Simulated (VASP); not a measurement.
A run of VASP 6.6.1 is set up as follows.

File POSCAR:

```
BP
1.0
    0.0000000000      2.3135014941      2.3135014941
    2.3135014941      0.0000000000      2.3135014941
    2.3135014941      2.3135014941      0.0000000000
B P
1 1
Direct
    0.0000000000      0.0000000000      0.0000000000
    0.2500000000      0.2500000000      0.2500000000
```

File INCAR.step1:

```
SYSTEM = BP
PREC     = Accurate       ! precision mode
ENCUT    = 520            ! plane-wave cutoff, eV
ISMEAR   = -1             ! smearing method
SIGMA    = 0.02           ! smearing width, eV
LREAL    = .False.        ! projectors in reciprocal space
LASPH    = .True.         ! aspherical terms in the spheres
NELM     = 100            ! most SCF steps
NBANDS   = 11             ! bands
GGA      = PE             ! functional
ALGO     = Normal         ! electronic algorithm
EDIFF    = 1E-4           ! SCF threshold, eV
LWAVE    = .True.         ! write WAVECAR
LCHARG   = .False.        ! write CHGCAR
```

The input INCAR.step2:

```
SYSTEM = BP
PREC     = Accurate       ! precision mode
ENCUT    = 520            ! plane-wave cutoff, eV
EDIFF    = 1E-7           ! SCF threshold, eV
ISMEAR   = -1             ! smearing method
SIGMA    = 0.02           ! smearing width, eV
LREAL    = .False.        ! projectors in reciprocal space
LASPH    = .True.         ! aspherical terms in the spheres
NELM     = 100            ! most SCF steps
ALGO     = Normal         ! electronic algorithm
ISIF     = 2              ! what is computed and relaxed
LWAVE    = .False.        ! write WAVECAR
LCHARG   = .True.         ! write CHGCAR
METAGGA  = R2SCAN         ! meta-GGA
LMIXTAU  = .True.       
LELF     = .True.         ! ELF
LVHAR    = .True.       
NBANDS   = 11             ! bands
ISTART   = 1
```

File KPOINTS:

```
Automatic mesh
0
Gamma
  8 8 8
  0 0 0
```

Potentials or basis: VASP PAW PBE potentials, release 64 (B, P).

Run with:

```bash
$ cat potpaw_PBE.64/B/POTCAR potpaw_PBE.64/P/POTCAR > POTCAR
$ cp INCAR.step1 INCAR
$ mpirun -np 1 vasp_std > vasp.out
$ cp INCAR.step2 INCAR
$ mpirun -np 1 vasp_std > vasp.out
```

Problem. Predict the band gap on the k mesh.

Solution. 1.54 eV, indirect (least direct gap 3.56 eV).

Problem. What does it give for the pressure?

Solution. -9.4 GPa.

Caveat: the PAW data sets were made with another functional, which shifts forces and pressure a little. A k mesh can miss the band edges.
